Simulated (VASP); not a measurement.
# Co (Fd-3m) in VASP: single point with PBEsol

Aim: the single point of Co with PBEsol.

Program: VASP 6.6.1. These are calculated values, not measurements. Logs are shortened: lines on timing, memory, paths and dates and some standing lists are left out, and cuts for length are marked.

### 1 The cell of the first run

The structure is cubic, space group Fd-3m (No. 227). The conventional cell has a = 6.435 Å, b = 6.435 Å, c = 6.435 Å, α = 90.00°, β = 90.00°, γ = 90.00°. Within 3.5 Å of Co (site symmetry -43m) lie 16 Co at 2.67 to 2.79 Å. Within 3.0 Å of Co (site symmetry -3m) lie 12 Co at 2.28 to 2.67 Å.

This isn't the form of Co at room conditions, which is hcp.

### 2 Single point, PBEsol, collinear spin, ferromagnetic start

Contents of INCAR:

```
SYSTEM = Co
PREC = Accurate ; ENCUT = 690
EDIFF = 1E-6 ; ISMEAR = -1
SIGMA = 0.15 ; LREAL = .False.
LASPH = .True. ; NELM = 200
ALGO = Normal ; ISIF = 2
LWAVE = .False. ; LCHARG = .False.
ISPIN = 2 ; MAGMOM = 2.5 2.5 2.5 2.5 2.5 2.5
LORBIT = 11 ; LMAXMIX = 4
GGA = PS ; NBANDS = 64
GGA_COMPAT = .False.
```

Contents of KPOINTS:

```
regular mesh
0
Gamma
  6 6 6
  0 0 0
```

Contents of POSCAR:

```
Co
1.0
    0.0000000000      3.2173720000      3.2173720000
    3.2173720000      0.0000000000      3.2173720000
    3.2173720000      3.2173720000      0.0000000000
Co
6
Direct
    0.7500000000      0.7500000000      0.7500000000
    0.5000000000      0.5000000000      0.5000000000
    0.1250000000      0.1250000000      0.6250000000
    0.1250000000      0.1250000000      0.1250000000
    0.6250000000      0.1250000000      0.1250000000
    0.1250000000      0.6250000000      0.1250000000
```

Potentials or basis: VASP PAW PBE potentials, release 64 (Co_sv).

Run with:

```console
$ cat potpaw_PBE.64/Co_sv/POTCAR > POTCAR
$ mpirun -np 1 vasp_std > vasp.out
```

OUTCAR:

```text
SYSTEM = Co
   PREC = Accurate
   ENCUT = 690
   EDIFF = 1E-6
   ISMEAR = -1
   LREAL = .False.
   LASPH = .True.
   NELM = 200
   ISIF = 2
   ISPIN = 2
   LORBIT = 11
   GGA = PS

 ion  position               nearest neighbor table
   1  0.750  0.750  0.750-
   2  0.500  0.500  0.500-
   3  0.125  0.125  0.625-   4 2.28   4 2.28   5 2.28   6 2.28   6 2.28   5 2.28
   4  0.125  0.125  0.125-   3 2.28   5 2.28   6 2.28   3 2.28   6 2.28   5 2.28
   5  0.625  0.125  0.125-   4 2.28   3 2.28   6 2.28   3 2.28   4 2.28   6 2.28
   6  0.125  0.625  0.125-   4 2.28   3 2.28   3 2.28   4 2.28   5 2.28   5 2.28

  LATTYP: Found a face centered cubic cell.
 ALAT       =     6.4347440000

  Lattice vectors:

 A1 = (   0.0000000000,   3.2173720000,   3.2173720000)
 A2 = (   3.2173720000,   0.0000000000,   3.2173720000)
 A3 = (   3.2173720000,   3.2173720000,   0.0000000000)

Analysis of symmetry for initial positions (statically):
=====================================================================
 Subroutine PRICEL returns:
 Original cell was already a primitive cell.

 Routine SETGRP: Setting up the symmetry group for a
 face centered cubic supercell.

 Subroutine GETGRP returns: Found 48 space group operations
 (whereof 24 operations were pure point group operations)
 out of a pool of 48 trial point group operations.

The static configuration has the point symmetry T_d .
 The point group associated with its full space group is O_h .

Analysis of symmetry for dynamics (positions and initial velocities):
=====================================================================
 Subroutine PRICEL returns:
 Original cell was already a primitive cell.

 Routine SETGRP: Setting up the symmetry group for a
 face centered cubic supercell.

 Subroutine GETGRP returns: Found 48 space group operations
 (whereof 24 operations were pure point group operations)
 out of a pool of 48 trial point group operations.

The dynamic configuration has the point symmetry T_d .
 The point group associated with its full space group is O_h .

Analysis of structural, dynamic, and magnetic symmetry:
=====================================================================
 Subroutine PRICEL returns:
 Original cell was already a primitive cell.

 Routine SETGRP: Setting up the symmetry group for a
 face centered cubic supercell.

 Subroutine GETGRP returns: Found 48 space group operations
 (whereof 24 operations were pure point group operations)
 out of a pool of 48 trial point group operations.

The overall configuration has the point symmetry T_d .
 The point group associated with its full space group is O_h .

 Subroutine INISYM returns: Found 48 space group operations
 (whereof 24 operations are pure point group operations),
 and found     1 'primitive' translations

----------------------------------------------------------------------------------------

                                     Primitive cell

  volume of cell :      66.6091

  direct lattice vectors                    reciprocal lattice vectors
     0.000000000  3.217372000  3.217372000    -0.155406338  0.155406338  0.155406338
     3.217372000  0.000000000  3.217372000     0.155406338 -0.155406338  0.155406338
     3.217372000  3.217372000  0.000000000     0.155406338  0.155406338 -0.155406338

  length of vectors
     4.550051118  4.550051118  4.550051118     0.269171673  0.269171673  0.269171673

  position of ions in fractional coordinates (direct lattice)
     0.750000000  0.750000000  0.750000000
     0.500000000  0.500000000  0.500000000
     0.125000000  0.125000000  0.625000000
     0.125000000  0.125000000  0.125000000
     0.625000000  0.125000000  0.125000000
     0.125000000  0.625000000  0.125000000

  ion indices of the primitive-cell ions
   primitive index   ion index
                 1           1
                 2           2
                 3           3
                 4           4
                 5           5
                 6           6

[... 32 lines left out ...]
  0.166667  0.166667  0.000000      6.000000
  0.333333  0.166667  0.000000     24.000000
[... 8 lines left out ...]
 -0.333333  0.333333  0.166667     24.000000
 -0.333333  0.500000  0.166667     12.000000
   k-points           NKPTS =     16   k-points in BZ     NKDIM =     16   number of bands    NBANDS=     64
   number of dos      NEDOS =    301   number of ions     NIONS =      6
   total plane-waves  NPLWV =  64000
   dimension x,y,z NGX =    40 NGY =   40 NGZ =   40
   dimension x,y,z NGXF=    80 NGYF=   80 NGZF=   80
   ions per type =               6
   NGX,Y,Z   is equivalent  to a cutoff of  14.61, 14.61, 14.61 a.u.
   NGXF,Y,Z  is equivalent  to a cutoff of  29.23, 29.23, 29.23 a.u.
 SYSTEM =  Co
   PREC   = accura    normal or accurate (medium, high low for compatibility)
   ISTART =      0    job   : 0-new  1-cont  2-samecut
   ICHARG =      2    charge: 1-file 2-atom 10-const
   ISPIN  =      2    spin polarized calculation?
   LNONCOLLINEAR =      F non collinear calculations
   LSORBIT =      F    spin-orbit coupling
   LASPH  =      T    aspherical Exc in radial PAW
   ENCUT  =  690.0 eV  50.71 Ry    7.12 a.u.   9.75  9.75  9.75*2*pi/ulx,y,z
   NELM   =    200;   NELMIN=  2; NELMDL= -5     # of ELM steps
   EDIFF  = 0.1E-05   stopping-criterion for ELM
   LREAL  =      F    real-space projection
   EDIFFG = 0.1E-04   stopping-criterion for IOM
   NSW    =      0    number of steps for IOM
   IBRION =     -1    ionic relax: 0-MD 1-quasi-New 2-CG
   NFREE  =      0    steps in history (QN), initial steepest desc. (CG)
   ISIF   =      2    stress and relaxation
   ISYM   =      2    0-nonsym 1-usesym 2-fastsym
   POTIM  = 0.5000    time-step for ionic-motion
   TEBEG  =    0.0;   TEEND  =   0.0 temperature during run
   PSTRESS=    0.0 pullay stress
   NELECT =     102.0000    total number of electrons
   NUPDOWN=      -1.0000    fix difference up-down
   EMIN   =  10.00;   EMAX   =-10.00  energy-range for DOS
   EFERMI =   0.00;   METHOD = LEGACY
   ISMEAR =    -1;   SIGMA  =   0.15  broadening in eV -4-tet -1-fermi 0-gaus
   EFERMI_NEDOS =   21; number of points for ismear=-14 and -15
   IALGO  =     38    algorithm
   IMIX   =      4    mixing-type and parameters
     AMIX     =   0.40;   BMIX     =  1.00
     AMIX_MAG =   1.60;   BMIX_MAG =  1.00
  volume/ion in A,a.u.               =      11.10        74.92
  Fermi-wavevector in a.u.,A,eV,Ry     =   1.886964  3.565845 48.445354  3.560633
  Thomas-Fermi vector in A             =   2.929110
   LORBIT       =     11    0 simple, 1 ext, 2 COOP (PROOUT), +10 PAW based schemes
   GGA     = PS    functional components
   LHFCALC =     F    Hartree Fock is set to
   AEXX    =    0.0000 exact exchange contribution
   IVDW    =     0    specifies the selected vdW correction
   LEPSILON=     F    determine dielectric tensor
   LRPA    =     F    only Hartree local field effects (RPA)
 spin polarized calculation
  energy-cutoff  :      690.00
  volume of cell :       66.61
 maximum number of plane-waves:      2764
   NGX = 19   NGY = 19   NGZ = 19

 number of electron     102.0000094 magnetization      10.0952196

 number of electron     102.0000091 magnetization       9.7744689

 Free energy of the ion-electron system (eV)
  ---------------------------------------------------
  ext. energy  EPLUGINS =         0.00000000
  ---------------------------------------------------
  free energy    TOTEN  =       -45.77313140 eV

  energy without entropy =      -45.18399454  energy(sigma->0) =      -45.47856297

 E-fermi :  11.7542     XC(G=0): -13.9141

 val. band max:       11.7344670317   @ k =   0.5000   0.3333   0.1667
 cond. band min:      11.7549286961   @ k =   0.5000   0.3333   0.0000
 fundamental gap:      0.0204616645
 Fermi energy:        11.7542238983

 spin component 1

 k-point     1 :       0.0000    0.0000    0.0000
  band No.  band energies     occupation
      1     -84.3682      1.00000
      2     -84.2558      1.00000
      3     -84.2558      1.00000
      4     -84.2558      1.00000
      5     -84.1416      1.00000
      6     -84.1351      1.00000
[... 1045 lines left out ...]
     62      19.7942      0.00000
     63      23.7224      0.00000
 Fermi energy:        11.7542238983

 spin component 2

 k-point     1 :       0.0000    0.0000    0.0000
  band No.  band energies     occupation
      1     -82.3797      1.00000
      2     -82.2606      1.00000
      3     -82.2606      1.00000
      4     -82.2606      1.00000
      5     -82.0025      1.00000
      6     -81.9951      1.00000
[... 1045 lines left out ...]
     62      20.4919      0.00000
     63      24.1897      0.00000
 [bands above 63 left out]

------------------------ aborting loop because EDIFF is reached ----------------------------------------

  FORCE on cell =-STRESS in cart. coord.  units (eV):
  Direction    XX          YY          ZZ          XY          YZ          ZX
  --------------------------------------------------------------------------------------
  -------------------------------------------------------------------------------------
  Total       -1.5243900     -1.5243900     -1.5243900     -0.0000000     -0.0000000     -0.0000000
  in kB      -36.6667854    -36.6667854    -36.6667854     -0.0000000     -0.0000000     -0.0000000
  external PRESSURE =     -36.6667854 kB  Pullay stress =       0.0000000 kB

 VOLUME and BASIS-vectors are now :
 -----------------------------------------------------------------------------
  energy-cutoff  :      690.00
  volume of cell :       66.61
      direct lattice vectors                 reciprocal lattice vectors
     0.000000000  3.217372000  3.217372000    -0.155406338  0.155406338  0.155406338
     3.217372000  0.000000000  3.217372000     0.155406338 -0.155406338  0.155406338
     3.217372000  3.217372000  0.000000000     0.155406338  0.155406338 -0.155406338

 POSITION                                       TOTAL-FORCE (eV/Angst)
 -----------------------------------------------------------------------------------
      4.82606      4.82606      4.82606        -0.000000     -0.000000     -0.000000
      3.21737      3.21737      3.21737         0.000000      0.000000      0.000000
      2.41303      2.41303      0.80434         0.000000      0.000000     -0.000000
      0.80434      0.80434      0.80434         0.000000      0.000000     -0.000000
      0.80434      2.41303      2.41303         0.000000      0.000000     -0.000000
      2.41303      0.80434      2.41303         0.000000      0.000000     -0.000000
 -----------------------------------------------------------------------------------
    total drift:                                0.000000     -0.000000      0.000000

  FREE ENERGIE OF THE ION-ELECTRON SYSTEM (eV)
  ---------------------------------------------------
  free  energy   TOTEN  =       -45.7731313969 eV

  energy  without entropy=      -45.1839945390  energy(sigma->0) =      -45.47856297

 total charge

# of ion       s       p       d       tot
------------------------------------------
    1        2.199   6.085   6.665  14.949
    2        2.199   6.085   6.665  14.949
    3        2.276   6.141   6.718  15.135
    4        2.276   6.141   6.718  15.135
    5        2.276   6.141   6.718  15.135
    6        2.276   6.141   6.718  15.135
--------------------------------------------------
tot         13.502  36.732  40.202  90.436

 magnetization (x)

# of ion       s       p       d       tot
------------------------------------------
    1       -0.002  -0.009   1.787   1.777
    2       -0.002  -0.009   1.787   1.777
    3       -0.002  -0.013   1.647   1.632
    4       -0.002  -0.013   1.647   1.632
    5       -0.002  -0.013   1.647   1.632
    6       -0.002  -0.013   1.647   1.632
--------------------------------------------------
tot         -0.012  -0.070  10.164  10.082
```

It took 4.7 min on 1 thread of Intel Xeon Platinum 8175M at 2.50GHz (Skylake/Cascade Lake), shared host; peak memory 0.35 GiB.

What came out:

- Free energy: -45.7731 eV
- Pressure: -3.7 GPa
- Net moment: 9.77 μB per cell
- Site moments: Co +1.78, +1.63 (each value once) μB
- Valence electrons inside the program's atomic spheres: Co 14.95, 15.13 (each value once)

Levels at points of the mesh, in eV from the Fermi level:
Spin up:
```csv
k point,band 53,band 54,band 55,band 56,band 57,band 58,band 59,band 60
"(0.00, 0.00, 0.00)",-0.09,-0.09,-0.09,1.09,2.71,2.71,2.71,6.43
"(0.50, 0.00, 0.00)",-1.21,-0.93,-0.93,-0.09,1.92,2.28,2.28,5.36
"(0.50, 0.50, 0.00)",-1.29,-1.29,-1.20,-1.20,1.31,1.31,2.03,2.03
```
Spin down:
```tsv
k point	band 42	band 43	band 44	band 45	band 46	band 47	band 48	band 49
(0.00, 0.00, 0.00)	-0.83	-0.50	-0.50	0.18	0.18	0.18	0.63	0.63
(0.50, 0.00, 0.00)	-0.64	-0.55	-0.55	-0.27	-0.22	-0.22	0.12	0.18
(0.50, 0.50, 0.00)	-1.40	-0.43	-0.43	-0.15	-0.15	-0.05	-0.05	0.44
```

Caveat: the cell stands under tension; the PAW data sets were made with another functional, which shifts forces and pressure a little.
